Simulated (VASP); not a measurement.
Here is a VASP 6.6.1 calculation.

POSCAR

```
CdF2
1.0
    2.6788911857      2.6788911857      0.0000000000
   -2.6788911857      2.6788911857      0.0000000000
    0.0000000000      2.6788911857      2.6788911857
Cd F
1 2
Direct
    0.0000000000      0.0000000000      0.0000000000
    0.2500000000      0.7500000000      0.5000000000
    0.7500000000      0.2500000000      0.5000000000
```

File INCAR.step1:

```
  PREC = Accurate
  ENCUT = 520
  ISMEAR = 0
  SIGMA = 0.01
  LREAL = F
  LASPH = T
  NELM = 80
  NBANDS = 20
  GGA = PE
  ALGO = Normal
  EDIFF = 1E-4
  LWAVE = T
  LCHARG = F
```

INCAR.step2

```
  PREC = Accurate
  ENCUT = 520
  EDIFF = 1E-6
  ISMEAR = 0
  SIGMA = 0.01
  LREAL = F
  LASPH = T
  NELM = 80
  ALGO = Normal
  ISIF = 2
  LWAVE = F
  LCHARG = F
  METAGGA = R2SCAN
  LMIXTAU = T
  NBANDS = 20
  ISTART = 1
```

The input KPOINTS:

```
regular mesh
0
Gamma
  8 8 8
```

Potentials or basis: VASP PAW PBE potentials, release 64 (Cd, F).

The run is started by

```bash
$ cat potpaw_PBE.64/Cd/POTCAR potpaw_PBE.64/F/POTCAR > POTCAR
$ cp INCAR.step1 INCAR
$ mpirun -np 1 vasp_std > vasp.out
$ cp INCAR.step2 INCAR
$ mpirun -np 1 vasp_std > vasp.out
```

Problem. Estimate the pressure.

Solution. 3.1 GPa.

Problem. Predict the band gap on the k mesh.

Solution. 3.81 eV (least direct gap 4.29 eV).

Caveat: the cell stands under pressure; the PAW data sets were made with another functional, which shifts forces and pressure a little. A k mesh can miss the band edges.
